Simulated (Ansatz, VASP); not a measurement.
**GaN in VASP and in Ansatz**

File POSCAR:

```
GaN
1.0
    3.2276996554      0.0000000000      0.0000000000
   -1.6138498277      2.7952698973      0.0000000000
    0.0000000000      0.0000000000      5.0110200000
Ga N
2 2
Direct
    0.3333333333      0.6666666667      0.0000000000
    0.6666666667      0.3333333333      0.5000000000
    0.3333333333      0.6666666667      0.3750000000
    0.6666666667      0.3333333333      0.8750000000
```

File INCAR.step1:

```
PREC = Accurate
ENCUT = 520
ISMEAR = 0
SIGMA = 0.05
LREAL = False
LASPH = True
NELM = 100
NBANDS = 26
GGA = PE
ALGO = Normal
EDIFF = 1E-4
LWAVE = True
LCHARG = False
```

Contents of INCAR.step2:

```
PREC = Accurate
ENCUT = 520
EDIFF = 1E-7
ISMEAR = 0
SIGMA = 0.05
LREAL = False
LASPH = True
NELM = 100
ALGO = Normal
ISIF = 2
LWAVE = False
LCHARG = False
METAGGA = R2SCAN
LMIXTAU = True
NBANDS = 26
ISTART = 1
```

File KPOINTS:

```
regular mesh
0
Gamma
  12 12 6
```

Input for Ansatz:

```yaml
crystal:
  lattice:
    - [3.2276996554, 0.0, 0.0]
    - [-1.6138498277, 2.7952698973, 0.0]
    - [0.0, 0.0, 5.01102]
  atoms:
    - { symbol: Ga, position: [0.3333333333, 0.6666666667, 0.0] }
    - { symbol: Ga, position: [0.6666666667, 0.3333333333, 0.5] }
    - { symbol: "N", position: [0.3333333333, 0.6666666667, 0.375] }
    - { symbol: "N", position: [0.6666666667, 0.3333333333, 0.875] }
basis:
  ecutwfc: 500
kpoints:
  mp_grid: { grid: [12, 12, 6] }
hamiltonian:
  xc: r2scan
scf:
  occupations: { method: gaussian, width: 0.05 }
output:
  forces: true
  stress: true
  eigenvalues: true
```

Change from the starting cell: strain +0.015 along x and y, -0.030 along z, atoms carried along.

Alike in both runs: task single point; functional r2SCAN; k mesh 12 × 12 × 6; occupations gaussian, width 0.05 eV; no spin polarisation.

|  | VASP | Ansatz |
| --- | --- | --- |
| version | VASP 6.6.1 | Ansatz 0.2.0 |
| potentials or method | VASP PAW PBE potentials, release 64 (Ga_d, N), cutoff 520 eV | scalar-relativistic, plane waves, PAW |
| valence electrons in the cell | 36 | 36 |

```csv
,VASP,Ansatz,Ansatz less VASP
gap on the k mesh at the Fermi level (eV),2.39,2.40,+0.009
least direct gap on the mesh (eV),2.39,2.40,+0.009
pressure (GPa),3.1,2.0,-1.06
"traceless stress, the component that is largest in VASP (GPa)",14.53,14.38,-0.155
rms of the force components (eV/Å),0.456,0.442,-0.0138
```

VASP's potentials were made for PBE, not for r2SCAN. Atom by atom the forces differ by 0.014 eV/Å (rms over components). The functional is the same, so the differences come from potentials, cutoffs and numerics.
